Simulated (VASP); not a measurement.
# NaTbC (P-6m2) in VASP: notebook

NaTbC is run at these levels: PBE; tasks: single point.

Program: VASP 6.6.1. These are calculated values, not measurements. Logs are shortened: lines on timing, memory, paths and dates and some standing lists are left out, and cuts for length are marked.

## Step 1: The cell of the first run

Symmetry: P-6m2, No. 187, hexagonal system. Conventional cell: a = 4.029 Å, b = 4.029 Å, c = 4.420 Å, α = 90.00°, β = 90.00°, γ = 120.00°. Within 4.2 Å of Na (site symmetry -6m2) lie 6 Tb at 3.21 Å and 6 C at 3.21 Å and 6 Na at 4.03 Å. Within 3.3 Å of Tb (site symmetry -6m2) lie 3 C at 2.33 Å and 6 Na at 3.21 Å. C (site symmetry -6m2) has 3 Tb at 2.33 Å and 6 Na at 3.21 Å within 3.3 Å.

The cell was generated, and may not be a known phase.

## Step 2: Single point, PBE

Input file INCAR:

```
SYSTEM = NaTbC
PREC = Accurate
ENCUT = 600
EDIFF = 1E-6
ISMEAR = 0
SIGMA = 0.1
LREAL = .FALSE.
LASPH = .TRUE.
NELM = 200
ALGO = Normal
ISIF = 2
LWAVE = .FALSE.
LCHARG = .TRUE.
GGA = PE
LELF = .TRUE.
LVHAR = .TRUE.
NBANDS = 17
GGA_COMPAT = .FALSE.
LMAXMIX = 6
```

Input file KPOINTS:

```
regular mesh
0
G
  6 6 4
  0 0 0
```

Input file POSCAR:

```
NaTbC
1.0
    4.0289901900      0.0000000000      0.0000000000
   -2.0144950900      3.4892078600      0.0000000000
    0.0000000000      0.0000000000      4.4203987200
Na Tb C
1 1 1
Direct
    0.0000000000      0.0000000000      0.0000000000
    0.6666666700      0.3333333300      0.5000000000
    0.3333333300      0.6666666700      0.5000000000
```

Potentials or basis: VASP PAW PBE potentials, release 64 (Na_pv, Tb_3, C), 4f in core.

Launch:

```console
cat potpaw_PBE.64/Na_pv/POTCAR potpaw_PBE.64/Tb_3/POTCAR potpaw_PBE.64/C/POTCAR > POTCAR
mpirun -np 1 vasp_std > vasp.out
```

OUTCAR:

```text
SYSTEM = NaTbC
   PREC = Accurate
   ENCUT = 600
   EDIFF = 1E-6
   ISMEAR = 0
   LREAL = .FALSE.
   LASPH = .TRUE.
   NELM = 200
   ISIF = 2
   GGA = PE

 ion  position               nearest neighbor table
   1  0.000  0.000  0.000-   2 3.21   2 3.21   2 3.21   2 3.21   2 3.21   2 3.21
   2  0.667  0.333  0.500-   3 2.33   3 2.33   3 2.33   1 3.21   1 3.21   1 3.21   1 3.21   1 3.21
                             1 3.21
   3  0.333  0.667  0.500-   2 2.33   2 2.33   2 2.33

  LATTYP: Found a hexagonal cell.
 ALAT       =     4.0289901900
 C/A-ratio  =     1.0971480474

  Lattice vectors:

 A1 = (   4.0289901900,   0.0000000000,   0.0000000000)
 A2 = (  -2.0144950900,   3.4892078600,   0.0000000000)
 A3 = (   0.0000000000,   0.0000000000,   4.4203987200)

Analysis of symmetry for initial positions (statically):
=====================================================================
 Subroutine PRICEL returns:
 Original cell was already a primitive cell.

 Routine SETGRP: Setting up the symmetry group for a
 hexagonal supercell.

 Subroutine GETGRP returns: Found 12 space group operations
 (whereof 12 operations were pure point group operations)
 out of a pool of 24 trial point group operations.

The static configuration has the point symmetry D_3h.

Analysis of symmetry for dynamics (positions and initial velocities):
=====================================================================
 Subroutine PRICEL returns:
 Original cell was already a primitive cell.

 Routine SETGRP: Setting up the symmetry group for a
 hexagonal supercell.

 Subroutine GETGRP returns: Found 12 space group operations
 (whereof 12 operations were pure point group operations)
 out of a pool of 24 trial point group operations.

The dynamic configuration has the point symmetry D_3h.

 Subroutine INISYM returns: Found 12 space group operations
 (whereof 12 operations are pure point group operations),
 and found     1 'primitive' translations

----------------------------------------------------------------------------------------

                                     Primitive cell

  volume of cell :      62.1419

  direct lattice vectors                    reciprocal lattice vectors
     4.028990190  0.000000000  0.000000000     0.248201150  0.143299000  0.000000000
    -2.014495090  3.489207860  0.000000000     0.000000000  0.286598002  0.000000000
     0.000000000  0.000000000  4.420398720     0.000000000  0.000000000  0.226223937

  length of vectors
     4.028990190  4.028990191  4.420398720     0.286598002  0.286598002  0.226223937

  position of ions in fractional coordinates (direct lattice)
     0.000000000  0.000000000  0.000000000
     0.666666670  0.333333330  0.500000000
     0.333333330  0.666666670  0.500000000

  ion indices of the primitive-cell ions
   primitive index   ion index
                 1           1
                 2           2
                 3           3

----------------------------------------------------------------------------------------

 KPOINTS: regular mesh

Automatic generation of k-mesh.
 Grid dimensions read from file:
 generate k-points for:    6    6    4

 Generating k-lattice:

  Cartesian coordinates                     Fractional coordinates (reciprocal lattice)
     0.041366858  0.023883167  0.000000000     0.166666667  0.000000000  0.000000000
     0.000000000  0.047766334  0.000000000     0.000000000  0.166666667  0.000000000
     0.000000000  0.000000000  0.056555984     0.000000000  0.000000000  0.250000000

  Length of vectors
     0.047766334  0.047766334  0.056555984

  Shift w.r.t. Gamma in fractional coordinates (k-lattice)
     0.000000000  0.000000000  0.000000000

 Subroutine IBZKPT returns following result:
 ===========================================

 Found     21 irreducible k-points:

 Following reciprocal coordinates:
            Coordinates               Weight
  0.000000  0.000000  0.000000      1.000000
  0.166667 -0.000000  0.000000      6.000000
  0.333333  0.000000  0.000000      6.000000
  0.500000  0.000000  0.000000      3.000000
  0.166667  0.166667  0.000000      6.000000
  0.333333  0.166667  0.000000     12.000000
[... 13 lines left out ...]
  0.333333  0.166667  0.500000     12.000000
  0.333333  0.333333  0.500000      2.000000
   k-points           NKPTS =     21   k-points in BZ     NKDIM =     21   number of bands    NBANDS=     17
   number of dos      NEDOS =    301   number of ions     NIONS =      3
   total plane-waves  NPLWV =  36864
   dimension x,y,z NGX =    32 NGY =   32 NGZ =   36
   dimension x,y,z NGXF=    64 NGYF=   64 NGZF=   72
   ions per type =               1   1   1
   NGX,Y,Z   is equivalent  to a cutoff of  13.20, 13.20, 13.54 a.u.
   NGXF,Y,Z  is equivalent  to a cutoff of  26.41, 26.41, 27.08 a.u.
 SYSTEM =  NaTbC
   PREC   = accura    normal or accurate (medium, high low for compatibility)
   ISTART =      0    job   : 0-new  1-cont  2-samecut
   ICHARG =      2    charge: 1-file 2-atom 10-const
   ISPIN  =      1    spin polarized calculation?
   LNONCOLLINEAR =      F non collinear calculations
   LSORBIT =      F    spin-orbit coupling
   LASPH  =      T    aspherical Exc in radial PAW
   ENCUT  =  600.0 eV  44.10 Ry    6.64 a.u.   8.05  8.05  8.83*2*pi/ulx,y,z
   NELM   =    200;   NELMIN=  2; NELMDL= -5     # of ELM steps
   EDIFF  = 0.1E-05   stopping-criterion for ELM
   LREAL  =      F    real-space projection
   EDIFFG = 0.1E-04   stopping-criterion for IOM
   NSW    =      0    number of steps for IOM
   IBRION =     -1    ionic relax: 0-MD 1-quasi-New 2-CG
   NFREE  =      0    steps in history (QN), initial steepest desc. (CG)
   ISIF   =      2    stress and relaxation
   ISYM   =      2    0-nonsym 1-usesym 2-fastsym
   POTIM  = 0.5000    time-step for ionic-motion
   TEBEG  =    0.0;   TEEND  =   0.0 temperature during run
   PSTRESS=    0.0 pullay stress
   NELECT =      20.0000    total number of electrons
   NUPDOWN=      -1.0000    fix difference up-down
   EMIN   =  10.00;   EMAX   =-10.00  energy-range for DOS
   EFERMI =   0.00;   METHOD = LEGACY
   ISMEAR =     0;   SIGMA  =   0.10  broadening in eV -4-tet -1-fermi 0-gaus
   EFERMI_NEDOS =   21; number of points for ismear=-14 and -15
   IALGO  =     38    algorithm
   IMIX   =      4    mixing-type and parameters
     AMIX     =   0.40;   BMIX     =  1.00
     AMIX_MAG =   1.60;   BMIX_MAG =  1.00
  volume/ion in A,a.u.               =      20.71       139.78
  Fermi-wavevector in a.u.,A,eV,Ry     =   1.121906  2.120096 17.125302  1.258674
  Thomas-Fermi vector in A             =   2.258563
   LORBIT       =      0    0 simple, 1 ext, 2 COOP (PROOUT), +10 PAW based schemes
   GGA     = PE    functional components
   LHFCALC =     F    Hartree Fock is set to
   AEXX    =    0.0000 exact exchange contribution
   IVDW    =     0    specifies the selected vdW correction
   LEPSILON=     F    determine dielectric tensor
   LRPA    =     F    only Hartree local field effects (RPA)
 non-spin polarized calculation
 Gauss-broadening in eV      SIGMA  =   0.10
  energy-cutoff  :      600.00
  volume of cell :       62.14
 maximum number of plane-waves:      2082
   NGX = 17   NGY = 17   NGZ = 17

 number of electron      19.9999999 magnetization

 Free energy of the ion-electron system (eV)
  ---------------------------------------------------
  ext. energy  EPLUGINS =         0.00000000
  ---------------------------------------------------
  free energy    TOTEN  =       -13.30713092 eV

  energy without entropy =      -13.29197297  energy(sigma->0) =      -13.29955195

 E-fermi :   2.4133     XC(G=0):  -9.2577

 val. band max:        2.4081717901   @ k =   0.0000   0.0000   0.0000
 cond. band min:       2.5093722332   @ k =   0.3333   0.1667   0.5000
 fundamental gap:      0.1012004431
 Fermi energy:         2.4132571956

 k-point     1 :       0.0000    0.0000    0.0000
  band No.  band energies     occupation
      1     -22.0461      2.00000
      2     -22.0261      2.00000
      3     -22.0261      2.00000
      4     -19.5149      2.00000
      5     -19.0481      2.00000
      6     -19.0481      2.00000
[... 9 lines left out ...]
     16      10.5759      0.00000
     17      11.1537      0.00000

 k-point     2 :       0.1667   -0.0000    0.0000
  band No.  band energies     occupation
      1     -22.0435      2.00000
      2     -22.0294      2.00000
      3     -22.0274      2.00000
      4     -19.5112      2.00000
      5     -19.1267      2.00000
      6     -19.0649      2.00000
[... 9 lines left out ...]
     16       9.9366      0.00000
     17      10.1759      0.00000

 k-point     3 :       0.3333    0.0000    0.0000
  band No.  band energies     occupation
      1     -22.0382      2.00000
      2     -22.0363      2.00000
      3     -22.0300      2.00000
      4     -19.5039      2.00000
      5     -19.2776      2.00000
      6     -19.0981      2.00000
[... 9 lines left out ...]
     16       8.6255      0.00000
     17      10.1574      0.00000

 k-point     4 :       0.5000    0.0000    0.0000
  band No.  band energies     occupation
      1     -22.0397      2.00000
      2     -22.0355      2.00000
      3     -22.0313      2.00000
      4     -19.5001      2.00000
      5     -19.3502      2.00000
      6     -19.1145      2.00000
[... 9 lines left out ...]
     16       7.8009      0.00000
     17      11.0718      0.00000
[... 283 lines left out ...]
      1     -22.0432      2.00000
      2     -22.0375      2.00000
      3     -22.0275      2.00000
      4     -19.5535      2.00000
      5     -19.2183      2.00000
      6     -19.1022      2.00000
[... 9 lines left out ...]
     16       9.6195      0.00000
     17      10.0151      0.00000

 k-point    20 :       0.3333    0.1667    0.5000
  band No.  band energies     occupation
      1     -22.0454      2.00000
      2     -22.0442      2.00000
      3     -22.0303      2.00000
      4     -19.5371      2.00000
      5     -19.3050      2.00000
      6     -19.1473      2.00000
[... 9 lines left out ...]
     16       8.9680      0.00000
     17      10.7931      0.00000

 k-point    21 :       0.3333    0.3333    0.5000
  band No.  band energies     occupation
      1     -22.0459      2.00000
      2     -22.0436      2.00000
      3     -22.0341      2.00000
      4     -19.5317      2.00000
      5     -19.2965      2.00000
      6     -19.2011      2.00000
[... 9 lines left out ...]
     16       9.0854      0.00000
     17      10.6326      0.00000

------------------------ aborting loop because EDIFF is reached ----------------------------------------

  FORCE on cell =-STRESS in cart. coord.  units (eV):
  Direction    XX          YY          ZZ          XY          YZ          ZX
  --------------------------------------------------------------------------------------
  -------------------------------------------------------------------------------------
  Total        0.7844668      0.7844668      1.9388907      0.0000000     -0.0000000      0.0000000
  in kB       20.2255643     20.2255643     49.9895724      0.0000000     -0.0000000      0.0000000
  external PRESSURE =      30.1469003 kB  Pullay stress =       0.0000000 kB

 VOLUME and BASIS-vectors are now :
 -----------------------------------------------------------------------------
  energy-cutoff  :      600.00
  volume of cell :       62.14
      direct lattice vectors                 reciprocal lattice vectors
     4.028990190  0.000000000  0.000000000     0.248201150  0.143299000  0.000000000
    -2.014495090  3.489207860  0.000000000     0.000000000  0.286598002  0.000000000
     0.000000000  0.000000000  4.420398720     0.000000000  0.000000000  0.226223937

 POSITION                                       TOTAL-FORCE (eV/Angst)
 -----------------------------------------------------------------------------------
      0.00000      0.00000      0.00000         0.000000     -0.000000      0.000000
      2.01450      1.16307      2.21020        -0.000000      0.000000      0.000000
     -0.00000      2.32614      2.21020         0.000000      0.000000      0.000000
 -----------------------------------------------------------------------------------
    total drift:                                0.000003     -0.000002     -0.000000

  FREE ENERGIE OF THE ION-ELECTRON SYSTEM (eV)
  ---------------------------------------------------
  free  energy   TOTEN  =       -13.3071309225 eV

  energy  without entropy=      -13.2919729745  energy(sigma->0) =      -13.29955195
```

Run time: 20 s. Hardware: 1 thread of Intel Xeon Platinum 8488C (Sapphire Rapids), shared host; peak memory 0.2 GiB.

What came out:

```yaml
Free_energy: -13.3071 eV
Pressure: 3.0 GPa
Band_gap_on_the_k_mesh: zero (bands 10 and 11 overlap by 0.84 eV)
```

Caveat: the cell stands under pressure; spin-orbit coupling is left out, which moves the levels of the heavy elements; the 4f electrons are frozen in the core, so they carry no moment and show no levels.

## Step 3: Single point, PBE

This run uses another cell than the first one, of 24.92 Å³/atom.

Input file INCAR:

```
SYSTEM = NaTbC
ALGO = Normal
EDIFF = 1E-6
ENCUT = 600
GGA = PE
GGA_COMPAT = .FALSE.
ISIF = 2
ISMEAR = 0
LASPH = .TRUE.
LCHARG = .TRUE.
LELF = .TRUE.
LMAXMIX = 6
LREAL = .FALSE.
LVHAR = .TRUE.
LWAVE = .FALSE.
NBANDS = 17
NELM = 200
PREC = Accurate
SIGMA = 0.1
```

Input file KPOINTS:

```
k-points
0
G
  12 12 10
  0 0 0
```

Input file POSCAR:

```
NaTbC
1.0
    3.9933544313     -0.0000000029      0.0000000000
   -1.9966772132      3.4583463853      0.0000000000
    0.0000000000      0.0000000000      5.4143478540
Na Tb C
1 1 1
Direct
    0.0000000000      0.0000000000      0.0000000000
    0.6666666667      0.3333333333      0.5000000000
    0.3333333333      0.6666666667      0.5000000000
```

Potentials or basis: VASP PAW PBE potentials, release 64 (Na_pv, Tb_3, C), 4f in core.

Launch:

```console
cat potpaw_PBE.64/Na_pv/POTCAR potpaw_PBE.64/Tb_3/POTCAR potpaw_PBE.64/C/POTCAR > POTCAR
mpirun -np 1 vasp_std > vasp.out
```

Wall time 2 min (1 thread of Intel Xeon Platinum 8488C (Sapphire Rapids), shared host); peak memory 0.35 GiB.

The run converged. Its results:

* Free energy: -13.4613 eV
* Pressure: 0.3 GPa
* Band gap on the k mesh: zero (bands 10 and 11 overlap by 1.27 eV)

Stress tensor (GPa, compression positive):
```
0.39 0.00 0.00
0.00 0.39 0.00
0.00 0.00 0.11
```

Levels at points of the mesh, in eV from the Fermi level:
| k point | band 8 | band 9 | band 10 | band 11 | band 12 | band 13 |
| --- | --- | --- | --- | --- | --- | --- |
| (0.00, 0.00, 0.00) | -1.99 | -1.72 | -1.72 | -0.74 | 3.96 | 3.96 |
| (0.50, 0.00, 0.00) | -1.95 | -1.36 | 0.10 | 0.22 | 2.02 | 3.24 |
| (0.00, 0.00, 0.50) | -2.47 | -1.72 | -1.72 | 1.11 | 2.12 | 3.69 |
| (0.50, 0.00, 0.50) | -1.93 | -1.72 | 0.24 | 1.05 | 2.34 | 2.87 |

Caveat: spin-orbit coupling is left out, which moves the levels of the heavy elements; the 4f electrons are frozen in the core, so they carry no moment and show no levels. Spin polarisation is off, so any magnetic state and its effect on volume and gap are missing.

## Step 4: Single point, PBE

This run uses another cell than the first one, of 24.92 Å³/atom.

Input file INCAR:

```
PREC = Accurate
ENCUT = 600
EDIFF = 1E-6
ISMEAR = 0
SIGMA = 0.1
LREAL = F
LASPH = T
NELM = 200
ALGO = Normal
ISIF = 2
LWAVE = F
LCHARG = F
GGA = PE
NBANDS = 17
GGA_COMPAT = F
LMAXMIX = 6
```

Input file KPOINTS:

```
Automatic mesh
0
Gamma
  12 12 10
```

POSCAR is that of step 3.

Launch:

```console
cat potpaw_PBE.64/Na_pv/POTCAR potpaw_PBE.64/Tb_3/POTCAR potpaw_PBE.64/C/POTCAR > POTCAR
mpirun -np 1 vasp_std > vasp.out
```

Wall time 1.9 min (1 thread of Intel Xeon Platinum 8488C (Sapphire Rapids), shared host); peak memory 0.36 GiB.

It converged, with:

- Free energy: -13.4613 eV
- Pressure: 0.3 GPa
- Band gap on the k mesh: zero (bands 10 and 11 overlap by 1.27 eV)

Stress tensor (GPa, compression positive):
```
0.39 0.00 0.00
0.00 0.39 0.00
0.00 0.00 0.11
```

Levels at points of the mesh, in eV from the Fermi level:
```csv
k point,band 6,band 7,band 8,band 9,band 10,band 11,band 12,band 13,band 14,band 15
"(0.00, 0.00, 0.00)",-21.49,-9.09,-1.99,-1.72,-1.72,-0.74,3.96,3.96,4.24,5.89
"(0.50, 0.00, 0.00)",-21.56,-7.96,-1.95,-1.36,0.10,0.22,2.02,3.24,3.55,4.15
"(0.00, 0.00, 0.50)",-21.49,-9.03,-2.47,-1.72,-1.72,1.11,2.12,3.69,3.69,4.44
"(0.50, 0.00, 0.50)",-21.56,-7.94,-1.93,-1.72,0.24,1.05,2.34,2.87,3.20,3.75
```

Caveat: spin-orbit coupling is left out, which moves the levels of the heavy elements; the 4f electrons are frozen in the core, so they carry no moment and show no levels. Spin polarisation is off, so any magnetic state and its effect on volume and gap are missing.

The gap in the log of VASP goes by the Fermi energy; the results here count the filled bands.